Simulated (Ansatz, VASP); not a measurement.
## TiAl: VASP beside Ansatz

```
Ti Al
1.0
     3.23540    0.00000    0.00000
     0.00000    3.23540    0.00000
     0.00000    0.00000    2.73812
Ti Al
1 1
Direct
  0.00000 0.00000 0.00000
  0.50000 0.50000 0.50000
```

Alike in both runs: task single point; functional LDA; k mesh 16 × 16 × 16; occupations gaussian, width 0.15 eV; no spin polarisation.

|  | VASP | Ansatz |
| --- | --- | --- |
| version | VASP 6.6.1 | Ansatz 0.2.0 |
| potentials or method | VASP PAW LDA potentials, release 64 (Ti_sv, Al), cutoff 520 eV | scalar-relativistic, plane waves, PAW |
| valence electrons in the cell | 15 | 15 |

Ansatz gave:

| Quantity | Value |
| --- | --- |
| gap on the k mesh at the Fermi level (eV) | none |
| pressure (GPa) | 9.8 |
| traceless stress, the component that is largest in VASP (GPa) | 1.11 |

Task: Which values does VASP return?

Result: gap on the k mesh at the Fermi level (eV): none; pressure (GPa): 10.0; traceless stress, the component that is largest in VASP (GPa): 1.10.

Ansatz warns that its potentials were made for another functional, while VASP's fit it. LDA's correlation is that of Perdew and Zunger in VASP and of Perdew and Wang (1992) in Ansatz. A gap of «none» marks a metal or a gap that the smearing closes.
